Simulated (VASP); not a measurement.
Write the native input for VASP 6.6.1 that does the following.

```
Task                   : electric field gradients
Functional             : PBEsol
Potentials or basis    : VASP PAW PBE potentials, release 64 (Hf_pv)
Cutoff                 : 520 eV
k mesh                 : 13 × 13 × 7
Occupations            : fermi-dirac, width 0.05 eV
Spin                   : no spin polarisation
Dipole correction      : no
Further INCAR settings : ALGO = Normal; EDIFF = 1e-08; NBANDS = 17
```

The structure of Hf lies in POSCAR:

```
Hf
1.0
    3.1966985242      0.0000000000      0.0000000000
   -1.5983492621      2.7684221302      0.0000000000
    0.0000000000      0.0000000000      4.9566440000
Hf
2
Direct
    0.3333333333      0.6666666667      0.2500000000
    0.6666666667      0.3333333333      0.7500000000
```

This cell differs from its parent crystal: zz strain of -2 %.

The input as run:

INCAR

```
PREC = Accurate
ENCUT = 520
EDIFF = 1E-8
ISMEAR = -1
SIGMA = 0.05
LREAL = False
LASPH = True
NELM = 100
ALGO = Normal
ISIF = 2
LWAVE = False
LCHARG = False
GGA = PS
LEFG = True
NBANDS = 17
```

KPOINTS

```
regular mesh
0
Gamma
  13 13 7
```

Potentials or basis: VASP PAW PBE potentials, release 64 (Hf_pv).

Run with:

```console
$ cat potpaw_PBE.64/Hf_pv/POTCAR > POTCAR
$ mpirun -np 1 vasp_std > vasp.out
```

Results of the run:

```
Pressure               : -1.9 GPa
Band gap on the k mesh : zero (band 10 reaches 6.02 eV, above the bottom of band 11 at 4.51 eV)
```

Caveat: the cell differs from its parent crystal (zz strain of -2 %); without QUAD_EFG the Cq values of the log hold for a quadrupole moment of 1 mb, not for the nuclei; the PAW data sets were made with another functional, which shifts forces and pressure a little; spin-orbit coupling is left out, which moves the levels of the heavy elements.

Run time: 74 s on 1 thread of Intel Xeon 8259CL, with other jobs on the host, peak memory 0.19 GiB.
